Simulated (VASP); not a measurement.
Input of a VASP 6.6.1 run:

Contents of INCAR:

```
PREC = Accurate
ENCUT = 520
EDIFF = 1E-7
ISMEAR = 0
SIGMA = 0.1
LREAL = False
LASPH = True
NELM = 80
ALGO = Normal
ISIF = 2
LWAVE = False
LCHARG = True
GGA = PE
LELF = True
LVHAR = True
NBANDS = 26
```

KPOINTS

```
regular mesh
0
Gamma
  6 6 4
```

Contents of POSCAR:

```
Al3SiPd2
1.0
    4.0774040500      0.0000000000      0.0000000000
   -2.0387020300      3.5311354900      0.0000000000
    0.0000000000      0.0000000000      6.0731470800
Al Si Pd
3 1 2
Direct
    0.5000000000      0.0000000000      0.0000000000
    0.0000000000      0.5000000000      0.0000000000
    0.5000000000      0.5000000000      0.0000000000
    0.0000000000      0.0000000000      0.0000000000
    0.0000000000      0.0000000000      0.3186213700
    0.0000000000      0.0000000000      0.6813786300
```

Potentials or basis: VASP PAW PBE potentials, release 64 (Al, Si, Pd).

Launch:

```console
$ cat potpaw_PBE.64/Al/POTCAR potpaw_PBE.64/Si/POTCAR potpaw_PBE.64/Pd/POTCAR > POTCAR
$ mpirun -np 1 vasp_std > vasp.out
```

(1) What does it give for the largest force?

(2) Estimate the pressure.

Answers

(1) 2.449 eV/Å.

(2) 117.9 GPa.

Caveat: forces of over 1 eV/Å act on the atoms, so gaps and moduli don't describe the material at rest.
